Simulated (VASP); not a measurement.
The system is TiO.

```
Ti O
1.0
     4.98909    0.00000    0.00000
    -2.49454    4.32068    0.00000
     0.00000    0.00000    2.87331
Ti O
3 3
Cartesian
  2.4945 1.4402 1.4367
  0.0000 2.8805 1.4367
  0.0000 0.0000 0.0000
  1.5106 2.6164 0.0000
  1.9679 0.0000 0.0000
  -0.9839 1.7043 0.0000
```

| Quantity | Value |
| --- | --- |
| Program | VASP 6.6.1 |
| Task | relaxation of cell and atoms |
| Functional | PBEsol |
| Potentials or basis | VASP PAW PBE potentials, release 64 (Ti_sv, O) |
| Cutoff | 600 eV |
| k mesh | 1 × 1 × 1 |
| Occupations | gaussian, width 0.1 eV |
| Spin | no spin polarisation |

At the start: pressure 13.1 GPa; volume 10.32 Å³/atom.

Problem. Where does the relaxation end?

Solution. Over 11 steps the energy falls by 95.7 meV/atom and the volume is 10.80 Å³/atom (+4.7 %); space group P-62m (No. 189, to 0.05 Å).

The path:
```
step  energy change (eV)  largest force (eV/Å)  pressure (GPa)  volume (Å³)
   1              0.0000                0.5302           13.12        61.94
   2             -0.2155                1.0328          -12.79        69.72
   3             -0.3126                0.8379           -4.92        66.69
   4             -0.5147                0.2771           -2.05        65.59
   5             -0.5451                0.2286            0.16        65.03
   6             -0.5462                0.3513            0.69        64.92
   7             -0.5712                0.1774           -0.39        65.13
   8             -0.5719                0.1514           -0.53        65.16
   9             -0.5719                0.1453           -0.55        65.17
  10             -0.5740                0.0136            0.07        64.79
  11             -0.5740                0.0012            0.03        64.83
```

Final structure:
```
CELL_PARAMETERS angstrom
4.82867 0.00000 0.00000
-2.41434 4.18175 0.00000
0.00000 0.00000 3.21063
ATOMIC_POSITIONS crystal
Ti 0.66667 0.33333 0.50000
Ti 0.33333 0.66667 0.50000
Ti 0.00000 0.00000 0.00000
O 0.61908 0.61908 0.00000
O 0.38092 0.00000 0.00000
O 0.00000 0.38092 0.00000
```

Caveat: the k points lie up to 1.96 Å⁻¹ apart in the final cell; the PAW data sets were made with another functional, which shifts forces and pressure a little.
